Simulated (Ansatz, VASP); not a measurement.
# One calculation of Cu, two programs

```
Cu
1.0
     0.00000    1.87346    1.87346
     1.87346    0.00000    1.87346
     1.87346    1.87346    0.00000
Cu
1
Direct
  0.00000 0.00000 0.00000
```

Alike in both runs: task single point; functional PBE; k mesh 20 × 20 × 20; occupations gaussian, width 0.1 eV; no spin polarisation.

|  | VASP | Ansatz |
| --- | --- | --- |
| version | VASP 6.6.1 | Ansatz 0.2.0 |
| potentials or method | VASP PAW PBE potentials, release 64 (Cu_sv_GW), cutoff 820 eV | scalar-relativistic, plane waves, PAW |
| valence electrons in the cell | 19 | 19 |

|  | VASP | Ansatz | Ansatz less VASP |
| --- | --- | --- | --- |
| gap on the k mesh at the Fermi level (eV) | none | none | - |
| pressure (GPa) | -11.0 | -10.5 | +0.47 |

A gap of «none» marks a metal or a gap that the smearing closes.
